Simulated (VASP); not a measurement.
Set up this calculation in VASP 6.6.1, as the native input.

- Task: relaxation of cell and atoms
- Functional: PBEsol
- Potentials or basis: VASP PAW PBE potentials, release 64 (Be)
- Cutoff: 600 eV
- k mesh: 24 × 24 × 12
- Occupations: gaussian, width 0.1 eV
- Spin: no spin polarisation
- Dipole correction: no
- Further INCAR settings: ALGO = Fast; EDIFF = 1e-06; IBRION = 2; EDIFFG = -0.005; NSW = 100; ISIF = 3

The structure of Be lies in POSCAR:

```
Be
1.0
    2.2853000000      0.0000000000      0.0000000000
   -1.1426500000      1.9791278553      0.0000000000
    0.0000000000      0.0000000000      3.5842000000
Be
2
Direct
    0.3333333333      0.6666666667      0.2500000000
    0.6666666667      0.3333333333      0.7500000000
```

These files were run (other wordings do the same):

INCAR

```
SYSTEM = Be
PREC = Accurate
ENCUT = 600
EDIFF = 1E-6
ISMEAR = 0
SIGMA = 0.1
LREAL = .FALSE.
LASPH = .TRUE.
NELM = 60
ALGO = Fast
ISIF = 3
LWAVE = .FALSE.
LCHARG = .FALSE.
GGA = PS
IBRION = 2
NSW = 100
EDIFFG = -0.005
```

KPOINTS

```
Automatic mesh
0
G
  24 24 12
  0 0 0
```

Potentials or basis: VASP PAW PBE potentials, release 64 (Be).

Command:

```bash
$ cat potpaw_PBE.64/Be/POTCAR > POTCAR
$ mpirun -np 1 vasp_std > vasp.out
```

Results of the run:

The relaxed volume is 7.86 Å³/atom. The relaxed cell is a = 2.259 Å, b = 2.259 Å, c = 3.556 Å, α = 90.00°, β = 90.00°, γ = 120.00° and the space group after relaxing (to 0.1 Å) is P6_3/mmc (No. 194). The energy gained by relaxing is 2.8 meV/atom, the ionic steps are 6 and the pressure after relaxing is 0.1 GPa. The band gap on the k mesh is zero (bands 2 and 3 overlap by 2.08 eV).

Caveat: the PAW data sets were made with another functional, which shifts forces and pressure a little.

It took 29 s on 1 thread of Intel(R) Xeon(R) 6975P-C (Granite Rapids), on a shared host, peak memory 0.17 GiB.
